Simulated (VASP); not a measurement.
# F (C2/m) in VASP: further runs

Runs on F. Level: PBEsol. Tasks: single point.

Program: VASP 6.6.1. These are calculated values, not measurements. Logs are shortened: lines on timing, memory, paths and dates and some standing lists are left out, and cuts for length are marked.

**1. The cell of the first run**

It takes space group C2/m (No. 12, monoclinic). Conventional cell: a = 6.210 Å, b = 3.734 Å, c = 7.813 Å, α = 90.00°, β = 111.54°, γ = 90.00°. F (site symmetry m) has 1 F at 1.46 Å within 1.9 Å. F (site symmetry m) has 1 F at 1.46 Å within 1.9 Å.

**2. Single point, PBEsol**

INCAR reads:

```
PREC     = Accurate       # precision mode
ENCUT    = 520            # plane-wave cutoff, eV
EDIFF    = 1E-6           # SCF threshold, eV
ISMEAR   = 0              # smearing method
SIGMA    = 0.05           # smearing width, eV
LREAL    = F              # projectors in reciprocal space
LASPH    = T              # aspherical terms in the spheres
NELM     = 100            # most SCF steps
ALGO     = Normal         # electronic algorithm
ISIF     = 2              # what is computed and relaxed
LWAVE    = F              # write WAVECAR
LCHARG   = F              # write CHGCAR
GGA      = PS             # functional
NBANDS   = 22             # bands
```

KPOINTS reads:

```
regular mesh
0
Gamma
  4 4 2
```

POSCAR reads:

```
F
1.0
    3.0957355298     -1.8669730411     -0.2387698305
    3.0957355298      1.8669730411     -0.2387698305
   -2.3014923674      0.0000000000      7.4658355307
F
4
Direct
    0.0848459664      0.0848459664      0.0940038325
    0.9151540336      0.9151540336      0.9059961675
    0.5015719855      0.5015719855      0.5937195244
    0.4984280145      0.4984280145      0.4062804756
```

Potentials or basis: VASP PAW PBE potentials, release 64 (F).

Run with:

```
$ cat potpaw_PBE.64/F/POTCAR > POTCAR
$ mpirun -np 1 vasp_std > vasp.out
```

OUTCAR:

```text
PREC = Accurate
   ENCUT = 520
   EDIFF = 1E-6
   ISMEAR = 0
   LREAL = F
   LASPH = T
   NELM = 100
   ISIF = 2
   GGA = PS

 ion  position               nearest neighbor table
   1  0.085  0.085  0.094-   2 1.46
   2  0.915  0.915  0.906-   1 1.46
   3  0.502  0.502  0.594-   4 1.46
   4  0.498  0.498  0.406-   3 1.46

  LATTYP: Found a base centered monoclinic cell.
 ALAT       =     6.2098597415
 B/A-ratio  =     0.6012931431
 C/A-ratio  =     1.2580841809
 COS(beta)  =    -0.3672053764

  Lattice vectors:

 A1 = (   3.0957355298,  -1.8669730411,  -0.2387698305)
 A2 = (   3.0957355298,   1.8669730411,  -0.2387698305)
 A3 = (  -2.3014923674,   0.0000000000,   7.4658355307)

Analysis of symmetry for initial positions (statically):
=====================================================================
 Subroutine PRICEL returns:
 Original cell was already a primitive cell.

 Routine SETGRP: Setting up the symmetry group for a
 base centered monoclinic supercell.

 Subroutine GETGRP returns: Found  4 space group operations
 (whereof  4 operations were pure point group operations)
 out of a pool of  4 trial point group operations.

The static configuration has the point symmetry C_2h.

Analysis of symmetry for dynamics (positions and initial velocities):
=====================================================================
 Subroutine PRICEL returns:
 Original cell was already a primitive cell.

 Routine SETGRP: Setting up the symmetry group for a
 base centered monoclinic supercell.

 Subroutine GETGRP returns: Found  4 space group operations
 (whereof  4 operations were pure point group operations)
 out of a pool of  4 trial point group operations.

The dynamic configuration has the point symmetry C_2h.

 Subroutine INISYM returns: Found  4 space group operations
 (whereof  4 operations are pure point group operations),
 and found     1 'primitive' translations

----------------------------------------------------------------------------------------

                                     Primitive cell

  volume of cell :      84.2480

  direct lattice vectors                    reciprocal lattice vectors
     3.095735530 -1.866973041 -0.238769831     0.165446226 -0.267813187  0.051002091
     3.095735530  1.866973041 -0.238769831     0.165446226  0.267813187  0.051002091
    -2.301492367  0.000000000  7.465835531     0.010582491  0.000000000  0.137205744

  length of vectors
     3.623006740  3.623006740  7.812526306     0.318900565  0.318900565  0.137613246

  position of ions in fractional coordinates (direct lattice)
     0.084845966  0.084845966  0.094003833
     0.915154034  0.915154034  0.905996167
     0.501571986  0.501571986  0.593719524
     0.498428014  0.498428014  0.406280476

  ion indices of the primitive-cell ions
   primitive index   ion index
                 1           1
                 2           2
                 3           3
                 4           4

----------------------------------------------------------------------------------------

 KPOINTS: regular mesh

Automatic generation of k-mesh.
 Grid dimensions read from file:
 generate k-points for:    4    4    2

 Generating k-lattice:

  Cartesian coordinates                     Fractional coordinates (reciprocal lattice)
     0.041361557 -0.066953297  0.012750523     0.250000000 -0.000000000 -0.000000000
     0.041361557  0.066953297  0.012750523    -0.000000000  0.250000000 -0.000000000
     0.005291245  0.000000000  0.068602872     0.000000000  0.000000000  0.500000000

  Length of vectors
     0.079725141  0.079725141  0.068806623

  Shift w.r.t. Gamma in fractional coordinates (k-lattice)
     0.000000000  0.000000000  0.000000000

 Subroutine IBZKPT returns following result:
 ===========================================

 Found     14 irreducible k-points:

 Following reciprocal coordinates:
            Coordinates               Weight
  0.000000  0.000000  0.000000      1.000000
  0.250000 -0.000000  0.000000      4.000000
  0.500000 -0.000000  0.000000      2.000000
  0.250000  0.250000  0.000000      2.000000
  0.500000  0.250000  0.000000      4.000000
 -0.250000  0.250000  0.000000      2.000000
  0.500000  0.500000  0.000000      1.000000
  0.000000  0.000000  0.500000      1.000000
  0.250000 -0.000000  0.500000      4.000000
  0.500000 -0.000000  0.500000      2.000000
  0.250000  0.250000  0.500000      2.000000
  0.500000  0.250000  0.500000      4.000000
 -0.250000  0.250000  0.500000      2.000000
  0.500000  0.500000  0.500000      1.000000
   k-points           NKPTS =     14   k-points in BZ     NKDIM =     14   number of bands    NBANDS=     22
   number of dos      NEDOS =    301   number of ions     NIONS =      4
   total plane-waves  NPLWV =  47040
   dimension x,y,z NGX =    28 NGY =   28 NGZ =   60
   dimension x,y,z NGXF=    56 NGYF=   56 NGZF=  120
   ions per type =               4
   NGX,Y,Z   is equivalent  to a cutoff of  12.85, 12.85, 12.77 a.u.
   NGXF,Y,Z  is equivalent  to a cutoff of  25.70, 25.70, 25.54 a.u.
 SYSTEM =  unknown system
   PREC   = accura    normal or accurate (medium, high low for compatibility)
   ISTART =      0    job   : 0-new  1-cont  2-samecut
   ICHARG =      2    charge: 1-file 2-atom 10-const
   ISPIN  =      1    spin polarized calculation?
   LNONCOLLINEAR =      F non collinear calculations
   LSORBIT =      F    spin-orbit coupling
   LASPH  =      T    aspherical Exc in radial PAW
   ENCUT  =  520.0 eV  38.22 Ry    6.18 a.u.   6.74  6.74 14.53*2*pi/ulx,y,z
   NELM   =    100;   NELMIN=  2; NELMDL= -5     # of ELM steps
   EDIFF  = 0.1E-05   stopping-criterion for ELM
   LREAL  =      F    real-space projection
   EDIFFG = 0.1E-04   stopping-criterion for IOM
   NSW    =      0    number of steps for IOM
   IBRION =     -1    ionic relax: 0-MD 1-quasi-New 2-CG
   NFREE  =      0    steps in history (QN), initial steepest desc. (CG)
   ISIF   =      2    stress and relaxation
   ISYM   =      2    0-nonsym 1-usesym 2-fastsym
   POTIM  = 0.5000    time-step for ionic-motion
   TEBEG  =    0.0;   TEEND  =   0.0 temperature during run
   PSTRESS=    0.0 pullay stress
   NELECT =      28.0000    total number of electrons
   NUPDOWN=      -1.0000    fix difference up-down
   EMIN   =  10.00;   EMAX   =-10.00  energy-range for DOS
   EFERMI =   0.00;   METHOD = LEGACY
   ISMEAR =     0;   SIGMA  =   0.05  broadening in eV -4-tet -1-fermi 0-gaus
   EFERMI_NEDOS =   21; number of points for ismear=-14 and -15
   IALGO  =     38    algorithm
   IMIX   =      4    mixing-type and parameters
     AMIX     =   0.40;   BMIX     =  1.00
     AMIX_MAG =   1.60;   BMIX_MAG =  1.00
  volume/ion in A,a.u.               =      21.06       142.13
  Fermi-wavevector in a.u.,A,eV,Ry     =   1.133986  2.142923 17.496057  1.285924
  Thomas-Fermi vector in A             =   2.270689
   LORBIT       =      0    0 simple, 1 ext, 2 COOP (PROOUT), +10 PAW based schemes
   GGA     = PS    functional components
   LHFCALC =     F    Hartree Fock is set to
   AEXX    =    0.0000 exact exchange contribution
   IVDW    =     0    specifies the selected vdW correction
   LEPSILON=     F    determine dielectric tensor
   LRPA    =     F    only Hartree local field effects (RPA)
 non-spin polarized calculation
 Gauss-broadening in eV      SIGMA  =   0.05
  energy-cutoff  :      520.00
  volume of cell :       84.25
 maximum number of plane-waves:      2284
 NGX is ok and might be reduce to    28
   NGX = 13   NGY = 13   NGZ = 29

 number of electron      27.9999989 magnetization

 Free energy of the ion-electron system (eV)
  ---------------------------------------------------
  ext. energy  EPLUGINS =         0.00000000
  ---------------------------------------------------
  free energy    TOTEN  =        -7.72240670 eV

  energy without entropy =       -7.72240670  energy(sigma->0) =       -7.72240670

 E-fermi :  -6.1422     XC(G=0):  -6.4176

 val. band max:       -6.3536071496   @ k =   0.5000   0.5000   0.0000
 cond. band min:      -3.9250212743   @ k =   0.0000   0.0000   0.0000
 fundamental gap:      2.4285858753
 Fermi energy:        -6.1422398243

 k-point     1 :       0.0000    0.0000    0.0000
  band No.  band energies     occupation
      1     -30.4726      2.00000
      2     -30.3134      2.00000
      3     -24.9098      2.00000
      4     -24.7072      2.00000
      5     -12.4760      2.00000
      6     -11.9923      2.00000
[... 14 lines left out ...]
     21      12.2485      0.00000
     22      13.4885      0.00000

 k-point     2 :       0.2500   -0.0000    0.0000
  band No.  band energies     occupation
      1     -30.4563      2.00000
      2     -30.3035      2.00000
      3     -24.8819      2.00000
      4     -24.7232      2.00000
      5     -12.4074      2.00000
      6     -12.0559      2.00000
[... 14 lines left out ...]
     21      10.4835      0.00000
     22      11.8361      0.00000

 k-point     3 :       0.5000   -0.0000    0.0000
  band No.  band energies     occupation
      1     -30.4400      2.00000
      2     -30.2935      2.00000
      3     -24.8459      2.00000
      4     -24.7469      2.00000
      5     -12.2838      2.00000
      6     -12.1741      2.00000
[... 14 lines left out ...]
     21       9.2919      0.00000
     22       9.4528      0.00000

 k-point     4 :       0.2500    0.2500    0.0000
  band No.  band energies     occupation
      1     -30.4499      2.00000
      2     -30.3020      2.00000
      3     -24.8627      2.00000
      4     -24.7470      2.00000
      5     -12.3443      2.00000
      6     -12.1372      2.00000
[... 14 lines left out ...]
     21      10.5435      0.00000
     22      11.3336      0.00000

 k-point     5 :       0.5000    0.2500    0.0000
  band No.  band energies     occupation
      1     -30.4364      2.00000
      2     -30.2893      2.00000
      3     -24.8522      2.00000
      4     -24.7455      2.00000
      5     -12.3015      2.00000
      6     -12.1606      2.00000
[... 14 lines left out ...]
     21       9.2290      0.00000
     22      10.1295      0.00000

 k-point     6 :      -0.2500    0.2500    0.0000
  band No.  band energies     occupation
      1     -30.4425      2.00000
      2     -30.2905      2.00000
      3     -24.8720      2.00000
      4     -24.7205      2.00000
      5     -12.3802      2.00000
      6     -12.0641      2.00000
[... 14 lines left out ...]
     21       8.7467      0.00000
     22      10.2131      0.00000

 k-point     7 :       0.5000    0.5000    0.0000
  band No.  band energies     occupation
      1     -30.4329      2.00000
      2     -30.2851      2.00000
      3     -24.8586      2.00000
      4     -24.7443      2.00000
      5     -12.3191      2.00000
      6     -12.1463      2.00000
[... 14 lines left out ...]
     21      10.1027      0.00000
     22      11.0582      0.00000

 k-point     8 :       0.0000    0.0000    0.5000
  band No.  band energies     occupation
      1     -30.4665      2.00000
      2     -30.3202      2.00000
      3     -24.8582      2.00000
      4     -24.7595      2.00000
      5     -12.2979      2.00000
      6     -12.1870      2.00000
[... 14 lines left out ...]
     21      13.5229      0.00000
     22      13.5842      0.00000

 k-point     9 :       0.2500   -0.0000    0.5000
  band No.  band energies     occupation
      1     -30.4545      2.00000
      2     -30.3054      2.00000
      3     -24.8667      2.00000
      4     -24.7384      2.00000
      5     -12.3495      2.00000
      6     -12.1145      2.00000
[... 14 lines left out ...]
     21       9.9134      0.00000
     22      10.8150      0.00000

 k-point    10 :       0.5000   -0.0000    0.5000
  band No.  band energies     occupation
      1     -30.4425      2.00000
      2     -30.2906      2.00000
      3     -24.8719      2.00000
      4     -24.7207      2.00000
      5     -12.3765      2.00000
      6     -12.0647      2.00000
[... 14 lines left out ...]
     21       9.1497      0.00000
     22      10.4826      0.00000

 k-point    11 :       0.2500    0.2500    0.5000
  band No.  band energies     occupation
      1     -30.4519      2.00000
      2     -30.2999      2.00000
      3     -24.8811      2.00000
      4     -24.7286      2.00000
      5     -12.3968      2.00000
      6     -12.0743      2.00000
[... 14 lines left out ...]
     21      10.4640      0.00000
     22      10.6794      0.00000

 k-point    12 :       0.5000    0.2500    0.5000
  band No.  band energies     occupation
      1     -30.4373      2.00000
      2     -30.2880      2.00000
      3     -24.8628      2.00000
      4     -24.7345      2.00000
      5     -12.3503      2.00000
      6     -12.1118      2.00000
[... 14 lines left out ...]
     21       8.5478      0.00000
     22      10.3226      0.00000

 k-point    13 :      -0.2500    0.2500    0.5000
  band No.  band energies     occupation
      1     -30.4399      2.00000
      2     -30.2933      2.00000
      3     -24.8459      2.00000
      4     -24.7469      2.00000
      5     -12.2815      2.00000
      6     -12.1730      2.00000
[... 14 lines left out ...]
     21       9.6531      0.00000
     22       9.6747      0.00000

 k-point    14 :       0.5000    0.5000    0.5000
  band No.  band energies     occupation
      1     -30.4320      2.00000
      2     -30.2855      2.00000
      3     -24.8505      2.00000
      4     -24.7515      2.00000
      5     -12.2962      2.00000
      6     -12.1883      2.00000
[... 14 lines left out ...]
     21       8.4182      0.00000
     22       8.5155      0.00000

------------------------ aborting loop because EDIFF is reached ----------------------------------------

  FORCE on cell =-STRESS in cart. coord.  units (eV):
  Direction    XX          YY          ZZ          XY          YZ          ZX
  --------------------------------------------------------------------------------------
  -------------------------------------------------------------------------------------
  Total       -0.8455585     -0.2733817     -4.1131855      0.0000000      0.0000000     -0.2766964
  in kB      -16.0803181     -5.1990068    -78.2220648      0.0000000      0.0000000     -5.2620448
  external PRESSURE =     -33.1671299 kB  Pullay stress =       0.0000000 kB

 VOLUME and BASIS-vectors are now :
 -----------------------------------------------------------------------------
  energy-cutoff  :      520.00
  volume of cell :       84.25
      direct lattice vectors                 reciprocal lattice vectors
     3.095735530 -1.866973041 -0.238769831     0.165446226 -0.267813187  0.051002091
     3.095735530  1.866973041 -0.238769831     0.165446226  0.267813187  0.051002091
    -2.301492367  0.000000000  7.465835531     0.010582491  0.000000000  0.137205744

 POSITION                                       TOTAL-FORCE (eV/Angst)
 -----------------------------------------------------------------------------------
      0.30897      0.00000      0.66130        -0.625364      0.000000     -1.321686
      3.58101      0.00000      6.32700         0.625364      0.000000      1.321686
      1.73903      0.00000      4.19309         0.423947      0.000000     -1.417910
      2.15095      0.00000      2.79520        -0.423947      0.000000      1.417910
 -----------------------------------------------------------------------------------
    total drift:                                0.000000      0.000000     -0.000000

  FREE ENERGIE OF THE ION-ELECTRON SYSTEM (eV)
  ---------------------------------------------------
  free  energy   TOTEN  =        -7.7224067026 eV

  energy  without entropy=       -7.7224067026  energy(sigma->0) =       -7.72240670
```

Run time: 40 s. Hardware: 1 thread of Intel Xeon 6975P-C, shared host; peak memory 0.19 GiB.

Results:

```
Free energy            : -7.7224 eV
Pressure               : -3.3 GPa
Largest force          : 1.480 eV/Å
Band gap on the k mesh : 2.43 eV, indirect (least direct gap 2.48 eV)
```

Forces in eV/Å, atoms in the order of the input:
```
F   -0.625  0.000 -1.322
F    0.625  0.000  1.322
F    0.424  0.000 -1.418
F   -0.424  0.000  1.418
```

Levels at points of the mesh, in eV from the valence-band top:
```tsv
k point	band 10	band 11	band 12	band 13	band 14	band 15	band 16	band 17	band 18	band 19
(0.00, 0.00, 0.00)	-2.95	-0.25	-0.15	-0.07	-0.06	2.43	3.08	8.71	11.10	11.75
(0.50, 0.00, 0.00)	-3.02	-0.31	-0.23	-0.21	-0.11	2.77	2.86	12.40	12.53	13.95
(0.50, 0.50, 0.00)	-3.04	-0.29	-0.24	-0.15	0.00	2.72	2.87	12.89	13.11	13.19
(0.00, 0.00, 0.50)	-2.95	-0.23	-0.15	-0.11	-0.06	2.70	2.80	9.47	9.49	14.36
(0.50, 0.00, 0.50)	-3.00	-0.38	-0.26	-0.15	-0.05	2.62	2.99	12.29	13.10	13.39
(0.50, 0.50, 0.50)	-3.09	-0.32	-0.19	-0.16	-0.07	2.77	2.87	12.55	12.64	14.58
```

Caveat: the k points lie up to 0.50 Å⁻¹ apart; the PAW data sets were made with another functional, which shifts forces and pressure a little. A k mesh can miss the band edges.

(Continued in part 2 of 2.)
